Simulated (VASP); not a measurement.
Si4Ru:

```
Si Ru
1.0
     4.04367    0.00000    0.00000
     0.00000    4.04367    0.00000
     0.00000    0.00000    4.04367
Si Ru
4 1
Direct
  0.00000 0.50000 0.50000
  0.50000 0.50000 0.00000
  0.50000 0.00000 0.50000
  0.00000 0.00000 0.00000
  0.50000 0.50000 0.50000
```

The cell was built from a structure type or drawn by symmetry, and may not be a known phase.

- Program: VASP 6.6.1
- Task: relaxation of cell and atoms
- Functional: PBE
- Potentials or basis: VASP PAW PBE potentials, release 64 (Si, Ru_pv)
- Cutoff: 600 eV
- k mesh: 4 × 4 × 4
- Occupations: gaussian, width 0.1 eV
- Spin: no spin polarisation

At the start: pressure 76.0 GPa; volume 13.22 Å³/atom.

Problem. Where does the relaxation end?

Solution. Over 5 steps the energy falls by 1065.5 meV/atom and the volume is 19.45 Å³/atom (+47.1 %); space group Pm-3m (No. 221, to 0.1 Å) before and after.

The path:
```tsv
step	energy change (eV)	largest force (eV/Å)	pressure (GPa)	volume (Å³)
1	0.0000	0.0000	76.04	66.12
2	-1.8329	0.0000	-15.84	146.19
3	-5.3219	0.0000	-1.27	98.89
4	-5.3268	0.0000	-0.46	97.98
5	-5.3274	0.0000	0.21	97.26
```

Final structure:
```
Si Ru
1.0
     4.59884    0.00000    0.00000
     0.00000    4.59884    0.00000
     0.00000    0.00000    4.59884
Si Ru
4 1
Direct
  0.00000 0.50000 0.50000
  0.50000 0.50000 0.00000
  0.50000 0.00000 0.50000
  0.00000 0.00000 0.00000
  0.50000 0.50000 0.50000
```

Caveat: the k points lie up to 0.34 Å⁻¹ apart in the final cell, too coarse for converged energies and pressures of a metal; the volume moved by over 15 % at a fixed basis, so the end points are rough.
